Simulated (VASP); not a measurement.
GaAs (rocksalt type): single point with r2SCAN

GaAs (rocksalt type):

```xyz
2
Lattice="0.0000 2.6106 2.6106 2.6106 0.0000 2.6106 2.6106 2.6106 0.0000" Properties=species:S:1:pos:R:3 pbc="T T T"
Ga    0.0000    0.0000    0.0000
As    2.6106    2.6106    2.6106
```

This cell differs from its parent crystal: volume scaled by 0.94.

```json
{
 "Program": "VASP 6.6.1",
 "Task": "single point",
 "Functional": "r2SCAN",
 "Potentials or basis": "VASP PAW PBE potentials, release 64 (Ga_d, As)",
 "Cutoff": "520 eV",
 "k mesh": "15 × 15 × 15",
 "Occupations": "fermi-dirac, width 0.1 eV",
 "Spin": "no spin polarisation",
 "Dipole correction": "no",
 "Further INCAR settings": "ALGO = Normal; EDIFF = 1e-06; NBANDS = 16"
}
```

```
Pressure               : 6.0 GPa
Band gap on the k mesh : zero (band 9 reaches 6.72 eV, above the bottom of band 10 at 3.09 eV)
```

Levels at points of the mesh, in eV from the Fermi level:
```tsv
k point	band 7	band 8	band 9	band 10	band 11	band 12
(0.00, 0.00, 0.00)	-0.03	-0.03	-0.03	1.21	7.81	7.81
```

Wall time 2.1 min on 1 thread of Intel(R) Xeon(R) 6975P-C (Granite Rapids), with other jobs on the host, peak memory 0.21 GiB.

Caveat: the PAW data sets were made with another functional, which shifts forces and pressure a little.
